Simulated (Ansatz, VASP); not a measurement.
## One calculation of Na2BrCl, two programs

```
Na Br Cl
1.0
     1.92667    1.11236    6.92465
    -1.92667    1.11236    6.92465
     0.00000   -2.22473    6.92465
Na Br Cl
2 1 1
Direct
  0.25451 0.25451 0.25451
  0.74549 0.74549 0.74549
  0.50000 0.50000 0.50000
  0.00000 0.00000 0.00000
```

Alike in both runs: task single point; functional LDA; k mesh 9 × 9 × 9; occupations gaussian, width 0.05 eV; no spin polarisation.

|  | VASP | Ansatz |
| --- | --- | --- |
| version | VASP 6.6.1 | Ansatz 0.2.0 |
| potentials or method | VASP PAW LDA potentials, release 64 (Na_pv, Br, Cl), cutoff 520 eV | scalar-relativistic, plane waves, PAW |
| valence electrons in the cell | 28 | 32 |

```csv
,VASP,Ansatz,Ansatz less VASP
gap on the k mesh at the Fermi level (eV),3.82,3.82,-0.009
least direct gap on the mesh (eV),3.82,3.82,-0.009
pressure (GPa),0.0,0.0,-0.02
"traceless stress, the component that is largest in VASP (GPa)",-1.71,-1.72,-0.002
rms of the force components (eV/Å),0.007,0.007,+0.0002
```

LDA's correlation is that of Perdew and Zunger in VASP and of Perdew and Wang (1992) in Ansatz. Atom by atom the forces differ by 0.000 eV/Å (rms over components). VASP's potentials hold 28 valence electrons a cell and Ansatz's 32, so a difference there can come from the potentials and not from the codes.
